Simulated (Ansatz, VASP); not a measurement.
**Nb in VASP and in Ansatz**

File INCAR:

```
SYSTEM = Nb
ALGO     = Normal         ! electronic algorithm
EDIFF    = 1E-6           ! SCF threshold, eV
EDIFFG   = -0.04          ! ionic threshold
ENCUT    = 600            ! plane-wave cutoff, eV
GGA      = PE             ! functional
IBRION   = 2              ! ionic algorithm
ISIF     = 3              ! what is computed and relaxed
ISMEAR   = 0              ! smearing method
LASPH    = .TRUE.         ! aspherical terms in the spheres
LCHARG   = .FALSE.        ! write CHGCAR
LREAL    = .FALSE.        ! projectors in reciprocal space
LWAVE    = .FALSE.        ! write WAVECAR
NELM     = 80             ! most SCF steps
NSW      = 90             ! ionic steps
PREC     = Accurate       ! precision mode
SIGMA    = 0.1            ! smearing width, eV
```

Contents of KPOINTS:

```
k-points
0
G
  6 6 6
  0 0 0
```

Contents of POSCAR:

```
Nb
1.0
    4.9306821359      0.0000000000      0.0000000000
   -2.4653410680      4.2700959877      0.0000000000
    0.0000000000      0.0000000000      3.0227225268
Nb
3
Direct
    0.0000000000      0.0000000000      0.0000000000
    0.3333333333      0.6666666667      0.5000000000
    0.6666666667      0.3333333333      0.5000000000
```

Input for Ansatz:

```yaml
crystal:
  lattice:
    - [4.9306821359, 0.0, 0.0]
    - [-2.465341068, 4.2700959877, 0.0]
    - [0.0, 0.0, 3.0227225268]
  atoms:
    - { symbol: Nb, position: [0.0, 0.0, 0.0] }
    - { symbol: Nb, position: [0.3333333333, 0.6666666667, 0.5] }
    - { symbol: Nb, position: [0.6666666667, 0.3333333333, 0.5] }
basis:
  ecutwfc: 420
kpoints:
  mp_grid: { grid: [6, 6, 6] }
hamiltonian:
  xc: pbe
scf:
  occupations: { method: gaussian, width: 0.1 }
  lower_state_search: "off"
output:
  forces: true
  stress: true
  eigenvalues: true
relax:
  adjacent_minimum: "off"
  f_tol: 0.04
  max_steps: 70
  cell: { stress_tol: 0.4 }
```

Alike in both runs: task relaxation of cell and atoms; functional PBE; k mesh 6 × 6 × 6; occupations gaussian, width 0.1 eV; no spin polarisation.

|  | VASP | Ansatz |
| --- | --- | --- |
| version | VASP 6.6.1 | Ansatz 0.2.0 |
| potentials or method | VASP PAW PBE potentials, release 64 (Nb_sv), cutoff 600 eV | scalar-relativistic, plane waves, PAW |
| valence electrons in the cell | 39 | 39 |

```csv
,VASP,Ansatz,Ansatz less VASP
"gap on the k mesh at the Fermi level, each at its own relaxed structure (eV)",none,none,-
relaxed volume (Å³/atom),18.50,18.54,+0.038
relaxed cell length with the largest relative difference (Å),4.880,4.885,+0.0052
```

A gap of «none» marks a metal or a gap that the smearing closes.
